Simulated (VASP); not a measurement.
SnSe2:

```
CELL_PARAMETERS angstrom
3.92094 0.00000 0.00000
-1.96047 3.39563 0.00000
0.00000 0.00000 7.49523
ATOMIC_POSITIONS crystal
Sn 0.00000 0.00000 0.00000
Se 0.33333 0.66667 0.21540
Se 0.66667 0.33333 0.78460
```

- Program: VASP 6.6.1
- Task: relaxation of shape and atoms at fixed volume
- Functional: PBE
- Potentials or basis: VASP PAW PBE potentials, release 64 (Sn_d, Se)
- Cutoff: 600 eV
- k mesh: 12 × 12 × 4
- Occupations: gaussian, width 0.02 eV
- Spin: no spin polarisation

At the start: pressure -1.7 GPa; volume 33.26 Å³/atom.

How do energy, volume and symmetry change on relaxing?

Over 7 steps the energy falls by 6.1 meV/atom; space group P-3m1 (No. 164, to 0.1 Å) before and after.

Step by step:
```tsv
step	energy change (eV)	largest force (eV/Å)	pressure (GPa)	volume (Å³)
1	0.0000	0.2842	-1.69	99.79
2	-0.0067	0.1811	-1.35	99.79
3	-0.0119	0.0001	-0.74	99.79
4	-0.0163	0.0137	-0.50	99.79
5	-0.0182	0.0327	-0.19	99.79
6	-0.0182	0.0319	-0.20	99.79
7	-0.0184	0.0039	-0.11	99.79
```

Final structure:
```yaml
crystal:
  lattice:
    - [3.87364, 0.00000, 0.00000]
    - [-1.93682, 3.35467, 0.00000]
    - [0.00000, 0.00000, 7.67939]
  atoms:
    - { symbol: Sn, position: [0.00000, 0.00000, 0.00000] }
    - { symbol: Se, position: [0.33333, 0.66667, 0.20783] }
    - { symbol: Se, position: [0.66667, 0.33333, 0.79217] }
```

Caveat: this functional lacks dispersion, which binds layers or chains, so the pressure and a relaxed spacing across them are unreliable.
